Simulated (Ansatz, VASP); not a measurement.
# One calculation of B2P, two programs

File INCAR:

```
ALGO     = Fast           # electronic algorithm
EDIFF    = 1E-6           # SCF threshold, eV
EDIFFG   = -0.01          # ionic threshold
ENCUT    = 600            # plane-wave cutoff, eV
GGA      = PE             # functional
IBRION   = 2              # ionic algorithm
ISIF     = 3              # what is computed and relaxed
ISMEAR   = 0              # smearing method
LASPH    = T              # aspherical terms in the spheres
LCHARG   = F              # write CHGCAR
LREAL    = F              # projectors in reciprocal space
LWAVE    = F              # write WAVECAR
NELM     = 100            # most SCF steps
NSW      = 100            # ionic steps
PREC     = Accurate       # precision mode
SIGMA    = 0.1            # smearing width, eV
```

KPOINTS

```
k-points
0
Gamma
  10 8 12
```

POSCAR

```
B2P
1.0
    3.9846001281      0.0000000000      0.0000000000
    0.0000000000      4.9355522960      0.0000000000
    0.0000000000      0.0000000000      3.1051439067
B P
4 2
Direct
    0.3288670469      0.8997953430      0.5000000000
    0.8288670469      0.6002046570      0.0000000000
    0.6711329531      0.1002046570      0.5000000000
    0.1711329531      0.3997953430      0.0000000000
    0.5000000000      0.5000000000      0.5000000000
    0.0000000000      0.0000000000      0.0000000000
```

Input for Ansatz:

```yaml
crystal:
  lattice:
    - [3.9846001281, 0.0, 0.0]
    - [0.0, 4.935552296, 0.0]
    - [0.0, 0.0, 3.1051439067]
  atoms:
    - { symbol: B, position: [0.3288670469, 0.899795343, 0.5] }
    - { symbol: B, position: [0.8288670469, 0.600204657, 0.0] }
    - { symbol: B, position: [0.6711329531, 0.100204657, 0.5] }
    - { symbol: B, position: [0.1711329531, 0.399795343, 0.0] }
    - { symbol: P, position: [0.5, 0.5, 0.5] }
    - { symbol: P, position: [0.0, 0.0, 0.0] }
basis:
  ecutwfc: 420
kpoints:
  mp_grid: { grid: [10, 8, 12] }
hamiltonian:
  xc: pbe
scf:
  occupations: { method: gaussian, width: 0.1 }
output:
  forces: true
  stress: true
  eigenvalues: true
relax:
  adjacent_minimum: "off"
  f_tol: 0.01
  max_steps: 80
  cell: { stress_tol: 0.05 }
```

Alike in both runs: task relaxation of cell and atoms; functional PBE; k mesh 10 × 8 × 12; occupations gaussian, width 0.1 eV; no spin polarisation.

```csv
,VASP,Ansatz
version,VASP 6.6.1,Ansatz 0.2.0
potentials or method,"VASP PAW PBE potentials, release 64 (B, P), cutoff 600 eV","scalar-relativistic, plane waves, PAW"
valence electrons in the cell,22,22
```

|  | VASP | Ansatz | Ansatz less VASP |
| --- | --- | --- | --- |
| gap on the k mesh at the Fermi level, each at its own relaxed structure (eV) | none | none | - |
| relaxed volume (Å³/atom) | 10.12 | 10.13 | +0.012 |
| relaxed length of the cell vector where the two differ most in proportion (Å) | 3.091 | 3.093 | +0.0024 |

A gap of «none» marks a metal or a gap that the smearing closes.
